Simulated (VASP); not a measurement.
# CoSi (CsCl type) (Pm-3m) in VASP: further runs

The runs below take CoSi (CsCl type) through single point, relaxation of cell and atoms, with PBE.

Everything below comes from runs of VASP 6.6.1. Logs are shortened: lines on timing, memory, paths and dates and some standing lists are left out, and cuts for length are marked.

## Step 1: The cell of the first run

The structure is cubic, space group Pm-3m (No. 221). Conventional cell: a = 2.780 Å, b = 2.780 Å, c = 2.780 Å, α = 90.00°, β = 90.00°, γ = 90.00°. Co (site symmetry m-3m) has 8 Si at 2.41 Å and 6 Co at 2.78 Å within 3.2 Å. Within 3.2 Å of Si (site symmetry m-3m) lie 8 Co at 2.41 Å and 6 Si at 2.78 Å.

## Step 2: Single point, PBE

The input, INCAR:

```
SYSTEM = CoSi
ALGO = Normal
EDIFF = 1E-6
ENCUT = 600
GGA = PE
GGA_COMPAT = .FALSE.
ISIF = 2
ISMEAR = -1
LASPH = .TRUE.
LCHARG = .FALSE.
LREAL = .FALSE.
LWAVE = .FALSE.
NBANDS = 14
NELM = 120
PREC = Accurate
SIGMA = 0.1
```

The input, KPOINTS:

```
k-points
0
G
  14 14 14
  0 0 0
```

The input, POSCAR:

```
CoSi
1.0
    2.7803781644      0.0000000000      0.0000000000
    0.0000000000      2.7803781644      0.0000000000
    0.0000000000      0.0000000000      2.7803781644
Co Si
1 1
Direct
    0.0000000000      0.0000000000      0.0000000000
    0.5000000000      0.5000000000      0.5000000000
```

Potentials or basis: VASP PAW PBE potentials, release 64 (Co, Si).

The run is started by

```console
$ cat potpaw_PBE.64/Co/POTCAR potpaw_PBE.64/Si/POTCAR > POTCAR
$ mpirun -np 1 vasp_std > vasp.out
```

OUTCAR:

```text
SYSTEM = CoSi
   EDIFF = 1E-6
   ENCUT = 600
   GGA = PE
   ISIF = 2
   ISMEAR = -1
   LASPH = .TRUE.
   LREAL = .FALSE.
   NELM = 120
   PREC = Accurate

 ion  position               nearest neighbor table
   1  0.000  0.000  0.000-   2 2.41   2 2.41   2 2.41   2 2.41   2 2.41   2 2.41   2 2.41   2 2.41

   2  0.500  0.500  0.500-   1 2.41   1 2.41   1 2.41   1 2.41   1 2.41   1 2.41   1 2.41   1 2.41

  LATTYP: Found a simple cubic cell.
 ALAT       =     2.7803781644

  Lattice vectors:

 A1 = (   2.7803781644,   0.0000000000,   0.0000000000)
 A2 = (   0.0000000000,   2.7803781644,   0.0000000000)
 A3 = (   0.0000000000,   0.0000000000,   2.7803781644)

Analysis of symmetry for initial positions (statically):
=====================================================================
 Subroutine PRICEL returns:
 Original cell was already a primitive cell.

 Routine SETGRP: Setting up the symmetry group for a
 simple cubic supercell.

 Subroutine GETGRP returns: Found 48 space group operations
 (whereof 48 operations were pure point group operations)
 out of a pool of 48 trial point group operations.

The static configuration has the point symmetry O_h .

Analysis of symmetry for dynamics (positions and initial velocities):
=====================================================================
 Subroutine PRICEL returns:
 Original cell was already a primitive cell.

 Routine SETGRP: Setting up the symmetry group for a
 simple cubic supercell.

 Subroutine GETGRP returns: Found 48 space group operations
 (whereof 48 operations were pure point group operations)
 out of a pool of 48 trial point group operations.

The dynamic configuration has the point symmetry O_h .

 Subroutine INISYM returns: Found 48 space group operations
 (whereof 48 operations are pure point group operations),
 and found     1 'primitive' translations

----------------------------------------------------------------------------------------

                                     Primitive cell

  volume of cell :      21.4937

  direct lattice vectors                    reciprocal lattice vectors
     2.780378164  0.000000000  0.000000000     0.359663305  0.000000000  0.000000000
     0.000000000  2.780378164  0.000000000     0.000000000  0.359663305  0.000000000
     0.000000000  0.000000000  2.780378164     0.000000000  0.000000000  0.359663305

  length of vectors
     2.780378164  2.780378164  2.780378164     0.359663305  0.359663305  0.359663305

[... 85 lines left out ...]
   NFREE  =      0    steps in history (QN), initial steepest desc. (CG)
   ISIF   =      2    stress and relaxation
   ISYM   =      2    0-nonsym 1-usesym 2-fastsym
   POTIM  = 0.5000    time-step for ionic-motion
   TEBEG  =    0.0;   TEEND  =   0.0 temperature during run
   PSTRESS=    0.0 pullay stress
   NELECT =      13.0000    total number of electrons
   NUPDOWN=      -1.0000    fix difference up-down
   EMIN   =  10.00;   EMAX   =-10.00  energy-range for DOS
   EFERMI =   0.00;   METHOD = LEGACY
   ISMEAR =    -1;   SIGMA  =   0.10  broadening in eV -4-tet -1-fermi 0-gaus
   EFERMI_NEDOS =   21; number of points for ismear=-14 and -15
   IALGO  =     38    algorithm
   IMIX   =      4    mixing-type and parameters
     AMIX     =   0.40;   BMIX     =  1.00
     AMIX_MAG =   1.60;   BMIX_MAG =  1.00
  volume/ion in A,a.u.               =      10.75        72.52
  Fermi-wavevector in a.u.,A,eV,Ry     =   1.384476  2.616280 26.079288  1.916774
  Thomas-Fermi vector in A             =   2.508977
   LORBIT       =      0    0 simple, 1 ext, 2 COOP (PROOUT), +10 PAW based schemes
   GGA     = PE    functional components
   LHFCALC =     F    Hartree Fock is set to
   AEXX    =    0.0000 exact exchange contribution
   IVDW    =     0    specifies the selected vdW correction
   LEPSILON=     F    determine dielectric tensor
   LRPA    =     F    only Hartree local field effects (RPA)
 non-spin polarized calculation
  energy-cutoff  :      600.00
  volume of cell :       21.49
 maximum number of plane-waves:       739
 NGX is ok and might be reduce to    24
   NGX = 11   NGY = 11   NGZ = 11

 number of electron      13.0000003 magnetization

 Free energy of the ion-electron system (eV)
  ---------------------------------------------------
  ext. energy  EPLUGINS =         0.00000000
  ---------------------------------------------------
  free energy    TOTEN  =       -13.29694619 eV

  energy without entropy =      -13.23203925  energy(sigma->0) =      -13.26449272

 E-fermi :  12.7604     XC(G=0): -12.9466

 val. band max:       12.7319086983   @ k =   0.2857   0.0714   0.0000
 cond. band min:      12.7706687270   @ k =   0.3571   0.1429   0.1429
 fundamental gap:      0.0387600287
 Fermi energy:        12.7604335603

 k-point     1 :       0.0000    0.0000    0.0000
  band No.  band energies     occupation
      1      -1.4063      2.00000
      2       9.0584      2.00000
      3       9.0584      2.00000
      4      11.5294      1.99999
      5      11.5294      1.99999
      6      11.5294      1.99999
      7      15.8441      0.00000
      8      15.8441      0.00000
      9      15.8441      0.00000
     10      20.4238      0.00000
     11      20.4238      0.00000
     12      24.9359      0.00000
     13      32.5116      0.00000
     14      32.5116      0.00000
[... 377 lines left out ...]
      1       1.7050      2.00000
      2       6.5967      2.00000
      3       9.1031      2.00000
      4      10.1989      2.00000
      5      10.5760      2.00000
      6      11.2235      2.00000
      7      12.6632      1.45098
      8      15.4259      0.00000
      9      19.7509      0.00000
     10      19.8183      0.00000
     11      22.7104      0.00000
     12      25.3198      0.00000
     13      28.0083      0.00000
     14      29.3979      0.00000

 [... further k-points ...]
[... 5 lines left out ...]
  --------------------------------------------------------------------------------------
  -------------------------------------------------------------------------------------
  Total       -0.0230796     -0.0230796     -0.0230796      0.0000000     -0.0000000      0.0000000
  in kB       -1.7203943     -1.7203943     -1.7203943      0.0000000     -0.0000000      0.0000000
  external PRESSURE =      -1.7203943 kB  Pullay stress =       0.0000000 kB

 VOLUME and BASIS-vectors are now :
 -----------------------------------------------------------------------------
  energy-cutoff  :      600.00
  volume of cell :       21.49
      direct lattice vectors                 reciprocal lattice vectors
     2.780378164  0.000000000  0.000000000     0.359663305  0.000000000  0.000000000
     0.000000000  2.780378164  0.000000000     0.000000000  0.359663305  0.000000000
     0.000000000  0.000000000  2.780378164     0.000000000  0.000000000  0.359663305

 POSITION                                       TOTAL-FORCE (eV/Angst)
 -----------------------------------------------------------------------------------
      0.00000      0.00000      0.00000         0.000000      0.000000      0.000000
      1.39019      1.39019      1.39019         0.000000      0.000000      0.000000
 -----------------------------------------------------------------------------------
    total drift:                                0.000000      0.000000      0.000000

  FREE ENERGIE OF THE ION-ELECTRON SYSTEM (eV)
  ---------------------------------------------------
  free  energy   TOTEN  =       -13.2969461888 eV

  energy  without entropy=      -13.2320392478  energy(sigma->0) =      -13.26449272
```

stdout:

```text
POSCAR found type information on POSCAR CoSi
 POSCAR found :  2 types and       2 ions
 scaLAPACK will be used
 LDA part: xc-table for (Slater+PW92), standard interpolation
 POSCAR, INCAR and KPOINTS ok, starting setup
 FFT: planning ... GRIDC
 FFT: planning ... GRID_SOFT
 FFT: planning ... GRID
 WAVECAR not read
 entering main loop
```

It took 21 s on 1 thread of Intel Xeon Platinum 8375C at 2.90GHz (Ice Lake), shared host; peak memory 0.17 GiB.

Results:

- Free energy: -13.2969 eV
- Pressure: -0.2 GPa

Levels at points of the mesh, in eV from the Fermi level:
| k point | band 3 | band 4 | band 5 | band 6 | band 7 | band 8 | band 9 | band 10 | band 11 | band 12 |
| --- | --- | --- | --- | --- | --- | --- | --- | --- | --- | --- |
| (0.00, 0.00, 0.00) | -3.70 | -1.23 | -1.23 | -1.23 | 3.08 | 3.08 | 3.08 | 7.66 | 7.66 | 12.18 |
| (0.50, 0.00, 0.00) | -2.91 | -2.52 | -2.52 | -1.08 | -0.18 | 6.74 | 8.19 | 8.19 | 9.55 | 9.55 |
| (0.50, 0.50, 0.00) | -5.17 | -3.85 | -2.05 | -2.05 | -0.47 | 1.64 | 2.04 | 8.16 | 13.55 | 14.67 |
| (0.50, 0.50, 0.50) | -5.79 | -1.60 | -0.42 | -0.42 | 1.41 | 1.41 | 1.41 | 3.68 | 3.68 | 3.68 |

Spin polarisation is off, so any magnetic state and its effect on volume and gap are missing.

## Step 3: Single point, PBE

The input, INCAR:

```
  PREC = Accurate
  ENCUT = 600
  EDIFF = 1E-6
  ISMEAR = -1
  SIGMA = 0.1
  LREAL = F
  LASPH = T
  NELM = 120
  ALGO = Normal
  ISIF = 2
  LWAVE = F
  LCHARG = F
  GGA = PE
  NBANDS = 14
  GGA_COMPAT = F
```

The input, KPOINTS:

```
regular mesh
0
Gamma
  14 14 14
```

POSCAR is that of step 2.

Potentials or basis: VASP PAW PBE potentials, release 64 (Co, Si).

The run is started by

```console
$ cat potpaw_PBE.64/Co/POTCAR potpaw_PBE.64/Si/POTCAR > POTCAR
$ mpirun -np 1 vasp_std > vasp.out
```

OUTCAR:

```text
PREC = Accurate
   ENCUT = 600
   EDIFF = 1E-6
   ISMEAR = -1
   LREAL = F
   LASPH = T
   NELM = 120
   ISIF = 2
   GGA = PE

 ion  position               nearest neighbor table
   1  0.000  0.000  0.000-   2 2.41   2 2.41   2 2.41   2 2.41   2 2.41   2 2.41   2 2.41   2 2.41

   2  0.500  0.500  0.500-   1 2.41   1 2.41   1 2.41   1 2.41   1 2.41   1 2.41   1 2.41   1 2.41

  LATTYP: Found a simple cubic cell.
 ALAT       =     2.7803781644

  Lattice vectors:

 A1 = (   2.7803781644,   0.0000000000,   0.0000000000)
[... 585 lines left out ...]
      9      19.7509      0.00000
     10      19.8183      0.00000
     11      22.7104      0.00000
     12      25.3198      0.00000
     13      28.0083      0.00000
     14      29.3979      0.00000

 [... further k-points ...]
[... 5 lines left out ...]
  --------------------------------------------------------------------------------------
  -------------------------------------------------------------------------------------
  Total       -0.0230796     -0.0230796     -0.0230796      0.0000000     -0.0000000      0.0000000
  in kB       -1.7203943     -1.7203943     -1.7203943      0.0000000     -0.0000000      0.0000000
  external PRESSURE =      -1.7203943 kB  Pullay stress =       0.0000000 kB

 VOLUME and BASIS-vectors are now :
 -----------------------------------------------------------------------------
  energy-cutoff  :      600.00
  volume of cell :       21.49
      direct lattice vectors                 reciprocal lattice vectors
     2.780378164  0.000000000  0.000000000     0.359663305  0.000000000  0.000000000
     0.000000000  2.780378164  0.000000000     0.000000000  0.359663305  0.000000000
     0.000000000  0.000000000  2.780378164     0.000000000  0.000000000  0.359663305

 POSITION                                       TOTAL-FORCE (eV/Angst)
 -----------------------------------------------------------------------------------
      0.00000      0.00000      0.00000         0.000000      0.000000      0.000000
      1.39019      1.39019      1.39019         0.000000      0.000000      0.000000
 -----------------------------------------------------------------------------------
    total drift:                                0.000000      0.000000      0.000000

  FREE ENERGIE OF THE ION-ELECTRON SYSTEM (eV)
  ---------------------------------------------------
  free  energy   TOTEN  =       -13.2969461888 eV

  energy  without entropy=      -13.2320392478  energy(sigma->0) =      -13.26449272
```

stdout:

```text
POSCAR found type information on POSCAR CoSi
 POSCAR found :  2 types and       2 ions
 scaLAPACK will be used
 LDA part: xc-table for (Slater+PW92), standard interpolation
 POSCAR, INCAR and KPOINTS ok, starting setup
 FFT: planning ... GRIDC
 FFT: planning ... GRID_SOFT
 FFT: planning ... GRID
 WAVECAR not read
 entering main loop
```

Wall time 20 s (1 thread of Intel Xeon Platinum 8375C at 2.90GHz (Ice Lake), shared host); peak memory 0.17 GiB.

Results:

```
Free energy : -13.2969 eV
Pressure    : -0.2 GPa
```

Levels at points of the mesh, in eV from the Fermi level:
```
           k point  band 3  band 4  band 5  band 6  band 7  band 8  band 9  band 10  band 11  band 12
(0.00, 0.00, 0.00)   -3.70   -1.23   -1.23   -1.23    3.08    3.08    3.08     7.66     7.66    12.18
(0.50, 0.00, 0.00)   -2.91   -2.52   -2.52   -1.08   -0.18    6.74    8.19     8.19     9.55     9.55
(0.50, 0.50, 0.00)   -5.17   -3.85   -2.05   -2.05   -0.47    1.64    2.04     8.16    13.55    14.67
(0.50, 0.50, 0.50)   -5.79   -1.60   -0.42   -0.42    1.41    1.41    1.41     3.68     3.68     3.68
```

Spin polarisation is off, so any magnetic state and its effect on volume and gap are missing.

## Step 4: Relaxation of cell and atoms, PBE

This run uses another cell than the first one, of 10.00 Å³/atom, 0.931 times its volume.

The input, INCAR:

```
SYSTEM = CoSi
PREC = Accurate
ENCUT = 600
EDIFF = 1E-7
ISMEAR = -1
SIGMA = 0.1
LREAL = .FALSE.
LASPH = .TRUE.
NELM = 120
ALGO = Normal
ISIF = 3
LWAVE = .FALSE.
LCHARG = .FALSE.
GGA = PE
IBRION = 2
NSW = 60
EDIFFG = -0.005
GGA_COMPAT = .FALSE.
NELMIN = 4
```

The input, KPOINTS:

```
Automatic mesh
0
G
  14 14 14
  0 0 0
```

The input, POSCAR:

```
CoSi
1.0
    2.7144176166      0.0000000000      0.0000000000
    0.0000000000      2.7144176166      0.0000000000
    0.0000000000      0.0000000000      2.7144176166
Co Si
1 1
Direct
    0.0000000000      0.0000000000      0.0000000000
    0.5000000000      0.5000000000      0.5000000000
```

The run is started by

```console
$ cat potpaw_PBE.64/Co/POTCAR potpaw_PBE.64/Si/POTCAR > POTCAR
$ mpirun -np 1 vasp_std > vasp.out
```

Wall time 2.1 min (1 thread of Intel Xeon Platinum 8259CL at 2.50GHz (Skylake/Cascade Lake), shared host); peak memory 0.17 GiB.

It converged, with:

```yaml
Free_energy: -13.2964 eV
Relaxed_volume: 10.74 Å³/atom
Relaxed_cell: a = 2.780 Å, b = 2.780 Å, c = 2.780 Å, α = 90.00°, β = 90.00°, γ = 90.00°
Space_group_after_relaxing_to_0.05_Å: Pm-3m (No. 221)
Energy_gained_by_relaxing: 38.5 meV/atom
Ionic_steps: 16
Pressure_after_relaxing: 0.1 GPa
```

Step by step:
```csv
step,energy change (eV),largest force (eV/Å),pressure (GPa),volume (Å³)
1,0.0000,0.0000,17.79,20.00
2,0.0196,0.0000,-14.83,23.39
3,-0.0769,0.0000,-0.21,21.50
4,-0.0769,0.0000,0.14,21.47
5,-0.0769,0.0000,0.13,21.47
6,-0.0769,0.0000,0.12,21.47
7,-0.0769,0.0000,0.12,21.47
8,-0.0769,0.0000,0.12,21.47
9,-0.0769,0.0000,0.12,21.47
10,-0.0769,0.0000,0.12,21.47
11,-0.0769,0.0000,0.12,21.47
12,-0.0769,0.0000,0.12,21.47
13,-0.0769,0.0000,0.11,21.47
14,-0.0769,0.0000,0.11,21.47
15,-0.0769,0.0000,0.10,21.47
16,-0.0769,0.0000,0.07,21.48
```

Final structure:
```
Co Si
1.0
     2.77961    0.00000    0.00000
     0.00000    2.77961    0.00000
     0.00000    0.00000    2.77961
Co Si
1 1
Direct
  0.00000 0.00000 0.00000
  0.50000 0.50000 0.50000
```

Levels at points of the mesh, in eV from the Fermi level:
```tsv
k point	band 5	band 6	band 7	band 8	band 9	band 10
(0.00, 0.00, 0.00)	-1.23	-1.23	3.09	3.09	3.09	7.67
(0.50, 0.00, 0.00)	-2.53	-1.08	-0.18	6.74	8.20	8.20
(0.50, 0.50, 0.00)	-2.05	-2.05	-0.47	1.64	2.05	8.17
(0.50, 0.50, 0.50)	-0.42	-0.42	1.41	1.41	1.41	3.68
```

Spin polarisation is off, so any magnetic state and its effect on volume and gap are missing.
